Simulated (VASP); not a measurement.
Set up this calculation in VASP 6.6.1, as the native input.

| Property | Result |
| --- | --- |
| Task | relaxation of cell and atoms |
| Functional | rSCAN |
| Potentials or basis | VASP PAW PBE potentials, release 64 (Te, Be) |
| Cutoff | 380 eV |
| k mesh | 6 × 6 × 6 |
| Occupations | gaussian, width 0.03 eV |
| Spin | no spin polarisation |
| Tolerance level | standard |
| Purpose | cell |
| Passes | 2 |
| Further INCAR settings | ALGO = Normal; EDIFF = 1e-06 |

The system is BeTe.

```
Te Be
1.0
     0.00000    2.72304    2.72304
     2.72304    0.00000    2.72304
     2.72304    2.72304    0.00000
Te Be
1 1
Direct
  0.75000 0.75000 0.75000
  0.00000 0.00000 0.00000
```

These files were run (other wordings do the same):

POSCAR

```
BeTe
1.0
    0.0000000000      2.7230417758      2.7230417758
    2.7230417758      0.0000000000      2.7230417758
    2.7230417758      2.7230417758      0.0000000000
Te Be
1 1
Direct
    0.7500000000      0.7500000000      0.7500000000
    0.0000000000      0.0000000000      0.0000000000
```

INCAR.step1

```
SYSTEM = BeTe
METAGGA = RSCAN
ISMEAR = 0
SIGMA = 0.03
LWAVE = .False.
LCHARG = .False.
NSW = 80
PREC = Accurate
LASPH = .True.
LREAL = .False.
ALGO = Normal
EDIFF = 1E-6
NELM = 120
GGA_COMPAT = .False.
IBRION = 2
ISIF = 3
EDIFFG = -0.005
NELMIN = 4
ENCUT = 380
EFERMI = MIDGAP
LMIXTAU = .True.
POTIM = 0.5
```

INCAR.step3

```
SYSTEM = BeTe
METAGGA = RSCAN
ISMEAR = 0
SIGMA = 0.03
LWAVE = .False.
LCHARG = .False.
PREC = Accurate
LASPH = .True.
LREAL = .False.
ALGO = Normal
EDIFF = 1E-6
NELM = 120
GGA_COMPAT = .False.
ISIF = 2
ENCUT = 380
EFERMI = MIDGAP
LMIXTAU = .True.
```

KPOINTS

```
Automatic mesh
0
Gamma
  6 6 6
  0 0 0
```

Potentials or basis: VASP PAW PBE potentials, release 64 (Te, Be).

Run with:

```sh
$ cat potpaw_PBE.64/Te/POTCAR potpaw_PBE.64/Be/POTCAR > POTCAR
$ cp INCAR.step1 INCAR
$ cp POSCAR.step1 POSCAR
$ mpirun -np 1 vasp_std > vasp.out
$ cp CONTCAR POSCAR
$ mpirun -np 1 vasp_std > vasp.out
$ cp CONTCAR POSCAR
$ cp INCAR.step3 INCAR
$ mpirun -np 1 vasp_std > vasp.out
```

It gave:

The relaxed volume is 22.64 Å³/atom. The relaxed cell is a = 4.001 Å, b = 4.001 Å, c = 4.001 Å, α = 60.00°, β = 60.00°, γ = 60.00° and the space group after relaxing (to 0.1 Å) is F-43m (No. 216). The energy gained by relaxing is 59.6 meV/atom, the ionic steps are 6 and the pressure after relaxing is 0.0 GPa. The band gap on the k mesh is 2.34 eV (least direct gap 3.99 eV).

Caveat: the PAW data sets were made with another functional, which shifts forces and pressure a little; spin-orbit coupling is left out, which moves the levels of the heavy elements.

Wall time 2.3 min on 1 thread of Intel(R) Xeon(R) Platinum 8375C CPU @ 2.90GHz (Ice Lake), on a shared host, peak memory 0.16 GiB.
